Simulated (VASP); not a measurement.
Runs of VASP 6.6.1 on Co. The structure is that of space group Im-3m (No. 229), or close to it. The cells are those of the table. 

```csv
task,cell,k mesh for the DOS,occupations for the DOS,gap on the mesh (eV),pressure (GPa)
single point,"a = 2.125 Å, angles 109.5°, 1 atom",-,-,none,192.6
single point,"a = 2.018 Å, angles 109.5°, 1 atom",-,-,none,393.4
single point,"a = 2.310 Å, angles 109.5°, 1 atom",-,-,none,30.8
single point,"a = 2.221 Å, angles 109.5°, 1 atom",-,-,none,(a)
```

Alike in all rows: level PBE; potentials or basis VASP PAW PBE potentials, release 64 (Co); no spin polarisation; k mesh 21 × 21 × 21; cutoff (eV) 520; smearing fermi-dirac 0.05 eV.

**Question.** Estimate the missing entries.

**Answer.** (a) 87.8.

Caveats: the run has no spin polarisation, though such a crystal can be magnetic.

A gap of «none» marks levels without a gap at the run's occupations.
